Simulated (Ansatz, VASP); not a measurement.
# HfN: VASP beside Ansatz

```
Hf N
1.0
     2.84624    0.00000    0.00000
     0.00000    2.79044    0.00000
     0.00000    0.00000    2.79044
Hf N
1 1
Direct
  0.00000 0.00000 0.00000
  0.50000 0.50000 0.50000
```

Change from the starting cell: strain e1 = +0.02, atoms carried along.

Alike in both runs: task single point; functional PBEsol; k mesh 12 × 12 × 12; occupations gaussian, width 0.05 eV; no spin polarisation.

|  | VASP | Ansatz |
| --- | --- | --- |
| version | VASP 6.6.1 | Ansatz 0.2.0 |
| potentials or method | VASP PAW PBE potentials, release 64 (Hf_pv, N), cutoff 520 eV | scalar-relativistic, plane waves, PAW |
| valence electrons in the cell | 15 | 31 |

|  | VASP | Ansatz | Ansatz less VASP |
| --- | --- | --- | --- |
| gap on the k mesh at the Fermi level (eV) | none | none | - |
| pressure (GPa) | -7.3 | -4.8 | +2.50 |
| traceless stress, the component that is largest in VASP (GPa) | -6.01 | -6.04 | -0.027 |

VASP's potentials were made for PBE, not for PBEsol. A gap of «none» marks a metal or a gap that the smearing closes. VASP's potentials hold 15 valence electrons a cell and Ansatz's 31, so a difference there can come from the potentials and not from the codes.

Spin-orbit coupling is off throughout.
